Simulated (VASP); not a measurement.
# HPt3 in VASP: further runs

Runs on HPt3. Level: PBE. Tasks: single point.

All numbers are computed with VASP 6.6.1; they aren't measurements. Logs are shortened: lines on timing, memory, paths and dates and some standing lists are left out, and cuts for length are marked.

**1. The cell of the first run**

The cell holds a slab with vacuum, 4 atoms: a = 2.807 Å, b = 2.807 Å, c = 20.119 Å, α = 90.00°, β = 90.00°, γ = 120.00°.

**2. Single point, PBE**

INCAR

```
SYSTEM = HPt3
ALGO = Normal ; DIPOL = 0.5 0.5 0.363
EDIFF = 1E-6 ; ENCUT = 520
GGA = PE ; IDIPOL = 3
ISIF = 2 ; ISMEAR = 0
LASPH = .True. ; LCHARG = .False.
LDIPOL = .True. ; LREAL = .False.
LWAVE = .False. ; NBANDS = 24
NELM = 100 ; PREC = Accurate
SIGMA = 0.1
```

KPOINTS

```
k-points
0
Gamma
  12 12 1
  0 0 0
```

POSCAR

```
HPt3
1.0
    2.8071640675      0.0000000000      0.0000000000
   -1.4035820338      2.4310753951      0.0000000000
    0.0000000000      0.0000000000     20.1192652917
Pt H
3 1
Direct
    0.6666666667      0.3333333333      0.1988144170
    0.3333333333      0.6666666667      0.3136149989
   -0.1288458794     -0.1861014801      0.4321629849
    0.6666666667      0.6666666667      0.5055133498
```

Potentials or basis: VASP PAW PBE potentials, release 64 (Pt, H).

Command:

```sh
$ cat potpaw_PBE.64/Pt/POTCAR potpaw_PBE.64/H/POTCAR > POTCAR
$ mpirun -np 1 vasp_std > vasp.out
```

OUTCAR:

```text
SYSTEM = HPt3
   EDIFF = 1E-6
   ENCUT = 520
   GGA = PE
   ISIF = 2
   ISMEAR = 0
   LASPH = .True.
   LREAL = .False.
   NELM = 100
   PREC = Accurate

 ion  position               nearest neighbor table
   1  0.667  0.333  0.199-   2 2.82   2 2.82   2 2.82
   2  0.333  0.667  0.314-   3 2.74   1 2.82   1 2.82   1 2.82   3 2.84   3 3.16
   3  0.871  0.814  0.432-   4 1.56   2 2.74   2 2.84   2 3.16
   4  0.667  0.667  0.506-   3 1.56

  LATTYP: Found a hexagonal cell.
 ALAT       =     2.8071640675
 C/A-ratio  =     7.1671141436

  Lattice vectors:

 A1 = (   2.8071640675,   0.0000000000,   0.0000000000)
 A2 = (  -1.4035820338,   2.4310753951,   0.0000000000)
 A3 = (   0.0000000000,   0.0000000000,  20.1192652917)

Analysis of symmetry for initial positions (statically):
=====================================================================
 Subroutine PRICEL returns:
 Original cell was already a primitive cell.

 Routine SETGRP: Setting up the symmetry group for a
 hexagonal supercell.

 Subroutine GETGRP returns: Found  1 space group operations
 (whereof  1 operations were pure point group operations)
 out of a pool of 24 trial point group operations.

The static configuration has the point symmetry C_1 .

Analysis of symmetry for dynamics (positions and initial velocities):
=====================================================================
 Subroutine PRICEL returns:
 Original cell was already a primitive cell.

 Routine SETGRP: Setting up the symmetry group for a
 hexagonal supercell.

 Subroutine GETGRP returns: Found  1 space group operations
 (whereof  1 operations were pure point group operations)
 out of a pool of 24 trial point group operations.

The dynamic configuration has the point symmetry C_1 .

 Subroutine INISYM returns: Found  1 space group operations
 (whereof  1 operations are pure point group operations),
 and found     1 'primitive' translations

----------------------------------------------------------------------------------------

                                     Primitive cell

  volume of cell :     137.3025

  direct lattice vectors                    reciprocal lattice vectors
     2.807164068  0.000000000  0.000000000     0.356231405  0.205670298  0.000000000
    -1.403582034  2.431075395  0.000000000     0.000000000  0.411340595  0.000000000
     0.000000000  0.000000000 20.119265292     0.000000000  0.000000000  0.049703604

  length of vectors
     2.807164068  2.807164068 20.119265292     0.411340595  0.411340595  0.049703604

  position of ions in fractional coordinates (direct lattice)
     0.666666667  0.333333333  0.198814417
     0.333333333  0.666666667  0.313614999
     0.871154121  0.813898520  0.432162985
     0.666666667  0.666666667  0.505513350

  ion indices of the primitive-cell ions
   primitive index   ion index
                 1           1
                 2           2
                 3           3
                 4           4

----------------------------------------------------------------------------------------

 KPOINTS: k-points

Automatic generation of k-mesh.
 Grid dimensions read from file:
 generate k-points for:   12   12    1

 Generating k-lattice:

  Cartesian coordinates                     Fractional coordinates (reciprocal lattice)
     0.029685950  0.017139191  0.000000000     0.083333333  0.000000000  0.000000000
     0.000000000  0.034278383  0.000000000     0.000000000  0.083333333  0.000000000
     0.000000000  0.000000000  0.049703604     0.000000000  0.000000000  1.000000000

  Length of vectors
     0.034278383  0.034278383  0.049703604

  Shift w.r.t. Gamma in fractional coordinates (k-lattice)
     0.000000000  0.000000000  0.000000000

 Subroutine IBZKPT returns following result:
 ===========================================

 Found     74 irreducible k-points:

 Following reciprocal coordinates:
            Coordinates               Weight
  0.000000  0.000000  0.000000      1.000000
  0.083333  0.000000  0.000000      2.000000
  0.000000  0.083333  0.000000      2.000000
 -0.083333  0.083333  0.000000      2.000000
  0.166667  0.000000  0.000000      2.000000
  0.000000  0.166667  0.000000      2.000000
[... 16 lines left out ...]
  0.166667  0.083333  0.000000      2.000000
 -0.083333  0.250000  0.000000      2.000000
 [... further k-points ...]
   k-points           NKPTS =     74   k-points in BZ     NKDIM =     74   number of bands    NBANDS=     24
   number of dos      NEDOS =    301   number of ions     NIONS =      4
   total plane-waves  NPLWV =  86400
   dimension x,y,z NGX =    24 NGY =   24 NGZ =  150
   dimension x,y,z NGXF=    48 NGYF=   48 NGZF=  300
   ions per type =               3   1
   NGX,Y,Z   is equivalent  to a cutoff of  14.21, 14.21, 12.39 a.u.
   NGXF,Y,Z  is equivalent  to a cutoff of  28.43, 28.43, 24.79 a.u.
 SYSTEM =  HPt3
   PREC   = accura    normal or accurate (medium, high low for compatibility)
   ISTART =      0    job   : 0-new  1-cont  2-samecut
   ICHARG =      2    charge: 1-file 2-atom 10-const
   ISPIN  =      1    spin polarized calculation?
   LNONCOLLINEAR =      F non collinear calculations
   LSORBIT =      F    spin-orbit coupling
   LASPH  =      T    aspherical Exc in radial PAW
   ENCUT  =  520.0 eV  38.22 Ry    6.18 a.u.   5.22  5.22 37.41*2*pi/ulx,y,z
   NELM   =    100;   NELMIN=  2; NELMDL= -5     # of ELM steps
   EDIFF  = 0.1E-05   stopping-criterion for ELM
   LREAL  =      F    real-space projection
   EDIFFG = 0.1E-04   stopping-criterion for IOM
   NSW    =      0    number of steps for IOM
   IBRION =     -1    ionic relax: 0-MD 1-quasi-New 2-CG
   NFREE  =      0    steps in history (QN), initial steepest desc. (CG)
   ISIF   =      2    stress and relaxation
   ISYM   =      2    0-nonsym 1-usesym 2-fastsym
   POTIM  = 0.5000    time-step for ionic-motion
   TEBEG  =    0.0;   TEEND  =   0.0 temperature during run
   PSTRESS=    0.0 pullay stress
   NELECT =      31.0000    total number of electrons
   NUPDOWN=      -1.0000    fix difference up-down
   EMIN   =  10.00;   EMAX   =-10.00  energy-range for DOS
   EFERMI =   0.00;   METHOD = LEGACY
   ISMEAR =     0;   SIGMA  =   0.10  broadening in eV -4-tet -1-fermi 0-gaus
   EFERMI_NEDOS =   21; number of points for ismear=-14 and -15
   IALGO  =     38    algorithm
   IMIX   =      4    mixing-type and parameters
     AMIX     =   0.40;   BMIX     =  1.00
     AMIX_MAG =   1.60;   BMIX_MAG =  1.00
  volume/ion in A,a.u.               =      34.33       231.64
  Fermi-wavevector in a.u.,A,eV,Ry     =   0.996864  1.883800 13.520626  0.993738
  Thomas-Fermi vector in A             =   2.128981
   LORBIT       =      0    0 simple, 1 ext, 2 COOP (PROOUT), +10 PAW based schemes
   GGA     = PE    functional components
   LHFCALC =     F    Hartree Fock is set to
   AEXX    =    0.0000 exact exchange contribution
   IVDW    =     0    specifies the selected vdW correction
   LEPSILON=     F    determine dielectric tensor
   LRPA    =     F    only Hartree local field effects (RPA)
 non-spin polarized calculation
 Gauss-broadening in eV      SIGMA  =   0.10
  energy-cutoff  :      520.00
  volume of cell :      137.30
 maximum number of plane-waves:      3715
 NGX is ok and might be reduce to    24
   NGX = 11   NGY = 11   NGZ = 75

 dipolmoment           0.000000      0.000000      0.020615 electrons x Angstroem

 number of electron      31.0000000 magnetization

 dipolmoment           0.000000      0.000000     -0.027057 electrons x Angstroem

 Free energy of the ion-electron system (eV)
  ---------------------------------------------------
  ext. energy  EPLUGINS =         0.00000000
  ---------------------------------------------------
  free energy    TOTEN  =       -20.73489070 eV

  energy without entropy =      -20.71083905  energy(sigma->0) =      -20.72286488

 E-fermi :   0.2099     XC(G=0):  -5.6699

 val. band max:        0.2092045800   @ k =  -0.3333   0.4167   0.0000
 cond. band min:       0.2121581274   @ k =  -0.3333  -0.4167   0.0000
 fundamental gap:      0.0029535474
 Fermi energy:         0.2098691761

 k-point     1 :       0.0000    0.0000    0.0000
  band No.  band energies     occupation
      1      -8.7342      2.00000
      2      -7.2915      2.00000
      3      -6.3936      2.00000
      4      -5.5288      2.00000
      5      -3.4315      2.00000
      6      -3.0840      2.00000
[... 16 lines left out ...]
     23       7.6886      0.00000
     24       8.2181      0.00000

 k-point     2 :       0.0833    0.0000    0.0000
  band No.  band energies     occupation
      1      -8.5046      2.00000
      2      -7.0653      2.00000
      3      -6.1646      2.00000
      4      -5.4580      2.00000
      5      -3.4806      2.00000
      6      -3.2106      2.00000
[... 16 lines left out ...]
     23       7.8539      0.00000
     24       8.3395      0.00000

 k-point     3 :       0.0000    0.0833    0.0000
  band No.  band energies     occupation
      1      -8.5101      2.00000
      2      -7.0708      2.00000
      3      -6.1744      2.00000
      4      -5.4457      2.00000
      5      -3.4596      2.00000
      6      -3.0961      2.00000
[... 16 lines left out ...]
     23       7.8654      0.00000
     24       8.3465      0.00000

 k-point     4 :      -0.0833    0.0833    0.0000
  band No.  band energies     occupation
      1      -8.5078      2.00000
      2      -7.0693      2.00000
      3      -6.1627      2.00000
      4      -5.4417      2.00000
      5      -3.4684      2.00000
      6      -3.1759      2.00000
[... 16 lines left out ...]
     23       7.8629      0.00000
     24       8.3366      0.00000

 k-point     5 :       0.1667    0.0000    0.0000
  band No.  band energies     occupation
      1      -7.8647      2.00000
      2      -6.4832      2.00000
      3      -5.5946      2.00000
      4      -5.2315      2.00000
      5      -3.7747      2.00000
      6      -3.5264      2.00000
[... 16 lines left out ...]
     23       8.3154      0.00000
     24       8.7525      0.00000

 k-point     6 :       0.0000    0.1667    0.0000
  band No.  band energies     occupation
      1      -7.8929      2.00000
      2      -6.4909      2.00000
      3      -5.6298      2.00000
      4      -5.2211      2.00000
      5      -3.5887      2.00000
      6      -3.5091      2.00000
[... 16 lines left out ...]
     23       8.3738      0.00000
     24       8.7535      0.00000
[... 379 lines left out ...]
 k-point    21 :      -0.0833    0.1667    0.0000
  band No.  band energies     occupation
      1      -8.0857      2.00000
      2      -6.6674      2.00000
      3      -5.7598      2.00000
      4      -5.2652      2.00000
      5      -3.5733      2.00000
      6      -3.3524      2.00000
[... 16 lines left out ...]
     23       8.2158      0.00000
     24       8.6039      0.00000

 k-point    22 :      -0.1667    0.0833    0.0000
  band No.  band energies     occupation
      1      -8.0700      2.00000
      2      -6.6580      2.00000
      3      -5.7336      2.00000
      4      -5.2925      2.00000
      5      -3.6165      2.00000
      6      -3.4410      2.00000
[... 16 lines left out ...]
     23       8.1775      0.00000
     24       8.5930      0.00000

 k-point    23 :       0.1667    0.0833    0.0000
  band No.  band energies     occupation
      1      -7.3055      2.00000
      2      -6.0466      2.00000
      3      -5.2465      2.00000
      4      -4.9210      2.00000
      5      -3.9785      2.00000
      6      -3.7351      2.00000
[... 16 lines left out ...]
     23       8.7500      0.00000
     24       9.2273      0.00000

 k-point    24 :      -0.0833    0.2500    0.0000
  band No.  band energies     occupation
      1      -7.3494      2.00000
      2      -6.0241      2.00000
      3      -5.2156      2.00000
      4      -4.9567      2.00000
      5      -3.8435      2.00000
      6      -3.7270      2.00000
[... 16 lines left out ...]
     23       8.8505      0.00000
     24       9.1890      0.00000

 [... further k-points ...]

------------------------ aborting loop because EDIFF is reached ----------------------------------------

 vacuum level on the upper side and lower side of the slab       (xc-potential included)        -0.546         0.126

  FORCE on cell =-STRESS in cart. coord.  units (eV):
  Direction    XX          YY          ZZ          XY          YZ          ZX
  --------------------------------------------------------------------------------------
  -------------------------------------------------------------------------------------
  Total       -4.0227654     -4.1533117      0.2382023      0.0698365      0.4499809      0.3597178
  in kB      -46.9414980    -48.4648387      2.7795732      0.8149198      5.2508105      4.1975329
  external PRESSURE =     -30.8755878 kB  Pullay stress =       0.0000000 kB

 VOLUME and BASIS-vectors are now :
 -----------------------------------------------------------------------------
  energy-cutoff  :      520.00
  volume of cell :      137.30
      direct lattice vectors                 reciprocal lattice vectors
     2.807164068  0.000000000  0.000000000     0.356231405  0.205670298  0.000000000
    -1.403582034  2.431075395  0.000000000     0.000000000  0.411340595  0.000000000
     0.000000000  0.000000000 20.119265292     0.000000000  0.000000000  0.049703604

 POSITION                                       TOTAL-FORCE (eV/Angst)
 -----------------------------------------------------------------------------------
      1.40358      0.81036      4.00000         0.032847      0.059122     -0.103244
     -0.00000      1.62072      6.30970        -0.149495     -0.215197      0.114861
      1.30310      1.97865      8.69480         0.010115      0.011682     -0.063952
      0.93572      1.62072     10.17056         0.106533      0.144394      0.052335
 -----------------------------------------------------------------------------------
    total drift:                               -0.000006      0.000025     -0.000209

  FREE ENERGIE OF THE ION-ELECTRON SYSTEM (eV)
  ---------------------------------------------------
  free  energy   TOTEN  =       -20.7348907015 eV

  energy  without entropy=      -20.7108390519  energy(sigma->0) =      -20.72286488

 vacuum level on the upper side and lower side of the slab         5.043         5.721
```

Wall time 7.3 min (1 thread of Intel Xeon 6975P-C, shared host); peak memory 0.41 GiB.

What came out:

```
Free energy   : -20.7349 eV
Largest force : 0.286 eV/Å
```

Forces on the atoms (eV/Å):
```
Pt   0.033  0.059 -0.103
Pt  -0.149 -0.215  0.115
Pt   0.010  0.012 -0.064
H    0.107  0.144  0.052
```

Levels at points of the mesh, in eV from the Fermi level:
| k point | band 13 | band 14 | band 15 | band 16 | band 17 | band 18 |
| --- | --- | --- | --- | --- | --- | --- |
| (0.00, 0.00, 0.00) | -1.79 | -1.26 | -1.00 | -0.79 | -0.18 | -0.03 |
| (0.50, 0.00, 0.00) | 0.17 | 0.33 | 0.60 | 1.08 | 1.46 | 2.96 |
| (0.00, 0.50, 0.00) | 0.20 | 0.32 | 0.60 | 0.79 | 2.19 | 2.95 |
| (0.50, 0.50, 0.00) | 0.18 | 0.31 | 0.60 | 0.87 | 1.99 | 2.62 |

Caveat: spin-orbit coupling is left out, which moves the levels of the heavy elements.

**3. Single point, PBE**

INCAR

```
  PREC = Accurate
  ENCUT = 520
  EDIFF = 1E-6
  ISMEAR = 0
  SIGMA = 0.1
  LREAL = False
  LASPH = True
  NELM = 80
  ALGO = Normal
  ISIF = 2
  LWAVE = False
  LCHARG = False
  LDIPOL = True
  IDIPOL = 3
  DIPOL = 0.5 0.5 0.363
  GGA = PE
  NBANDS = 24
```

KPOINTS

```
regular mesh
0
Gamma
  12 12 1
```

Changes to POSCAR since step 2:

```diff
@@ -10,3 +10,3 @@
     0.3333333333      0.6666666667      0.3136149989
-   -0.1288458794     -0.1861014801      0.4321629849
-    0.6666666667      0.6666666667      0.5055133498
+   -0.0108129075      0.0613668469      0.4308844516
+    0.0000000000      0.1666666667      0.5069761336
```

Potentials or basis: VASP PAW PBE potentials, release 64 (Pt, H).

Command:

```sh
$ cat potpaw_PBE.64/Pt/POTCAR potpaw_PBE.64/H/POTCAR > POTCAR
$ mpirun -np 1 vasp_std > vasp.out
```

It took 8 min on 1 thread of Intel Xeon 6975P-C, shared host; peak memory 0.41 GiB.

It converged, with:

```
Free energy   : -20.8164 eV
Largest force : 0.184 eV/Å
```

Forces in eV/Å, atoms in the order of the input:
```
Pt   0.017 -0.028 -0.059
Pt  -0.080  0.146  0.078
Pt   0.006 -0.011 -0.072
H    0.056 -0.107  0.053
```

Levels at points of the mesh, in eV from the Fermi level:
```
           k point  band 13  band 14  band 15  band 16  band 17  band 18
(0.00, 0.00, 0.00)    -1.63    -1.23    -1.07    -0.87    -0.16    -0.07
(0.50, 0.00, 0.00)     0.19     0.32     0.59     0.95     1.89     2.76
(0.00, 0.50, 0.00)     0.16     0.34     0.59     1.13     1.53     2.86
(0.50, 0.50, 0.00)     0.23     0.29     0.59     0.81     2.21     2.81
```

Caveat: spin-orbit coupling is left out, which moves the levels of the heavy elements.

**4. Single point, PBE**

INCAR

```
SYSTEM = HPt3
ALGO = Normal ; DIPOL = 0.5 0.5 0.357
EDIFF = 1E-6 ; ENCUT = 520
GGA = PE ; IDIPOL = 3
ISIF = 2 ; ISMEAR = 0
LASPH = .TRUE. ; LCHARG = .FALSE.
LDIPOL = .TRUE. ; LREAL = .FALSE.
LWAVE = .FALSE. ; NBANDS = 24
NELM = 100 ; PREC = Accurate
SIGMA = 0.1
```

KPOINTS

```
k-points
0
G
  12 12 1
  0 0 0
```

Changes to POSCAR since step 3:

```diff
@@ -10,3 +10,3 @@
     0.3333333333      0.6666666667      0.3136149989
-   -0.0108129075      0.0613668469      0.4308844516
-    0.0000000000      0.1666666667      0.5069761336
+   -0.0510026225      0.0494088717      0.4332997951
+    0.1666666667      0.6666666667      0.4814963303
```

Command:

```sh
$ cat potpaw_PBE.64/Pt/POTCAR potpaw_PBE.64/H/POTCAR > POTCAR
$ mpirun -np 1 vasp_std > vasp.out
```

Run time: 7.5 min. Hardware: 1 thread of Intel Xeon 6975P-C, shared host; peak memory 0.41 GiB.

It converged, with:

| Item | Value |
| --- | --- |
| Free energy | -20.7521 eV |
| Largest force | 0.202 eV/Å |

Forces on the atoms (eV/Å):
```
Pt   0.051 -0.016 -0.107
Pt  -0.154  0.039  0.125
Pt  -0.011  0.005 -0.015
H    0.115 -0.028 -0.003
```

Levels at points of the mesh, in eV from the Fermi level:
| k point | band 12 | band 13 | band 14 | band 15 | band 16 | band 17 | band 18 | band 19 |
| --- | --- | --- | --- | --- | --- | --- | --- | --- |
| (0.00, 0.00, 0.00) | -2.52 | -1.59 | -1.22 | -1.09 | -0.80 | -0.13 | -0.03 | 0.28 |
| (0.50, 0.00, 0.00) | -0.31 | 0.02 | 0.11 | 0.33 | 0.61 | 2.19 | 2.70 | 3.34 |
| (0.00, 0.50, 0.00) | -0.30 | -0.09 | 0.04 | 0.33 | 0.61 | 2.12 | 2.86 | 4.49 |
| (0.50, 0.50, 0.00) | -0.28 | -0.05 | 0.03 | 0.31 | 0.61 | 2.34 | 2.92 | 4.61 |

Caveat: spin-orbit coupling is left out, which moves the levels of the heavy elements.

**5. Single point, PBE**

INCAR

```
SYSTEM = HPt3
  ALGO = Normal
  DIPOL = 0.5 0.5 0.357
  EDIFF = 1E-6
  ENCUT = 520
  GGA = PE
  IDIPOL = 3
  ISIF = 2
  ISMEAR = 0
  LASPH = .TRUE.
  LCHARG = .TRUE.
  LDIPOL = .TRUE.
  LELF = .TRUE.
  LREAL = .FALSE.
  LVACPOTAV = .TRUE.
  LVHAR = .TRUE.
  LWAVE = .FALSE.
  NBANDS = 24
  NELM = 60
  PREC = Accurate
  SIGMA = 0.1
```

KPOINTS is that of step 4.

Changes to POSCAR since step 4:

```diff
@@ -10,3 +10,3 @@
     0.3333333333      0.6666666667      0.3136149989
-   -0.0510026225      0.0494088717      0.4332997951
-    0.1666666667      0.6666666667      0.4814963303
+   -0.0807274638     -0.0314556760      0.4326393420
+    0.5000000000      0.3333333333      0.4813592540
```

Command:

```sh
$ cat potpaw_PBE.64/Pt/POTCAR potpaw_PBE.64/H/POTCAR > POTCAR
$ mpirun -np 1 vasp_std > vasp.out
```

It took 7 min on 1 thread of Intel Xeon 6975P-C, shared host; peak memory 0.41 GiB.

It converged, with:

```
Free energy   : -20.7708 eV
Largest force : 0.258 eV/Å
```

Forces in eV/Å, atoms in the order of the input:
```
Pt  -0.011  0.006 -0.131
Pt  -0.184 -0.110  0.144
Pt  -0.022 -0.008 -0.040
H    0.217  0.112  0.027
```

Levels at points of the mesh, in eV from the Fermi level:
| k point | band 13 | band 14 | band 15 | band 16 | band 17 | band 18 |
| --- | --- | --- | --- | --- | --- | --- |
| (0.00, 0.00, 0.00) | -1.54 | -1.14 | -0.97 | -0.86 | -0.11 | -0.06 |
| (0.50, 0.00, 0.00) | 0.02 | 0.24 | 0.34 | 0.63 | 1.93 | 2.94 |
| (0.00, 0.50, 0.00) | 0.00 | 0.19 | 0.34 | 0.63 | 2.13 | 2.87 |
| (0.50, 0.50, 0.00) | 0.06 | 0.31 | 0.38 | 0.63 | 1.91 | 2.84 |

Caveat: spin-orbit coupling is left out, which moves the levels of the heavy elements.
